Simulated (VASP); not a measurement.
Input of a VASP 6.6.1 run:

Contents of INCAR:

```
SYSTEM = BP
PREC = Accurate ; ENCUT = 600
EDIFF = 1E-6 ; ISMEAR = 0
SIGMA = 0.01 ; LREAL = .False.
LASPH = .True. ; NELM = 100
ALGO = Normal ; ISIF = 3
LWAVE = .False. ; LCHARG = .False.
IBRION = 2 ; NSW = 80
EDIFFG = -0.001 ; PSTRESS = 500.0
```

File KPOINTS:

```
Automatic mesh
0
Gamma
  12 12 12
  0 0 0
```

POSCAR

```
BP
1.0
    0.0000000000      2.1021391087      2.1021391087
    2.1021391087      0.0000000000      2.1021391087
    2.1021391087      2.1021391087      0.0000000000
B P
1 1
Direct
    0.0000000000      0.0000000000      0.0000000000
    0.7500000000      0.7500000000      0.7500000000
```

Potentials or basis: VASP PAW LDA potentials, release 64 (B, P).

Run with:

```bash
$ cat potpaw_LDA.64/B/POTCAR potpaw_LDA.64/P/POTCAR > POTCAR
$ mpirun -np 1 vasp_std > vasp.out
```

Q: Estimate the band gap on the k mesh.

A: 0.85 eV, indirect (least direct gap 3.87 eV).

Q: Predict the relaxed volume.

A: 9.28 Å³/atom.

Final structure:
```xyz
2
Lattice="0.0000 2.1015 2.1015 2.1015 0.0000 2.1015 2.1015 2.1015 0.0000" Properties=species:S:1:pos:R:3 pbc="T T T"
B     0.0000    0.0000    0.0000
P     3.1522    3.1522    3.1522
```

Caveat: the cell is relaxed towards a set pressure, so the enthalpy falls and the energy may rise. As with any semilocal functional, this LDA gap is likely too small.
